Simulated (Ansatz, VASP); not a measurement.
## One calculation of Zr, two programs

INCAR

```
SYSTEM = Zr
  ALGO = Normal
  EDIFF = 1E-6
  ENCUT = 500
  GGA = PE
  GGA_COMPAT = .False.
  ISIF = 2
  ISMEAR = -1
  LASPH = .True.
  LCHARG = .False.
  LREAL = .False.
  LWAVE = .False.
  NBANDS = 19
  NELM = 120
  PREC = Accurate
  SIGMA = 0.1
```

File KPOINTS:

```
k-points
0
Gamma
  14 14 14
  0 0 0
```

POSCAR

```
Zr
1.0
   -2.3347164808      2.3347164808      1.2991157950
    2.3347164808     -2.3347164808      1.2991157950
    2.3347164808      2.3347164808     -1.2991157950
Zr
2
Direct
   -0.3750000000     -0.1250000000     -0.2500000000
    0.3750000000      0.1250000000      0.2500000000
```

Input for Ansatz:

```yaml
crystal:
  lattice:
    - [-2.3347164808, 2.3347164808, 1.299115795]
    - [2.3347164808, -2.3347164808, 1.299115795]
    - [2.3347164808, 2.3347164808, -1.299115795]
  atoms:
    - { symbol: Zr, position: [-0.375, -0.125, -0.25] }
    - { symbol: Zr, position: [0.375, 0.125, 0.25] }
kpoints:
  mp_grid: { grid: [14, 14, 14] }
scf:
  occupations: { method: fermi_dirac, width: 0.1 }
hamiltonian:
  xc: pbe
  pseudopotentials: { kind: all_electron, lapw: { basis_error: 0.001 } }
output:
  forces: true
  stress: true
  eigenvalues: true
  populations: true
```

Change from the starting cell: volume scaled by 0.6, LAPW.

Alike in both runs: task single point; functional PBE; k mesh 14 × 14 × 14; occupations fermi-dirac, width 0.1 eV; no spin polarisation.

```csv
,VASP,Ansatz
version,VASP 6.6.1,Ansatz 0.2.0
potentials or method,"VASP PAW PBE potentials, release 64 (Zr_sv), cutoff 500 eV","all-electron LAPW, scalar-relativistic"
```

|  | VASP | Ansatz | Ansatz less VASP |
| --- | --- | --- | --- |
| pressure (GPa) | 103.5 | 102.6 | -0.87 |
| traceless stress, the component that is largest in VASP (GPa) | -0.15 | 0.22 | +0.373 |

Both programs put the cell under a high pressure, so it lies far from rest at this level. Ansatz ran all-electron here, and VASP with PAW potentials.

Noted on VASP's run: the cell as given lies far from equilibrium.
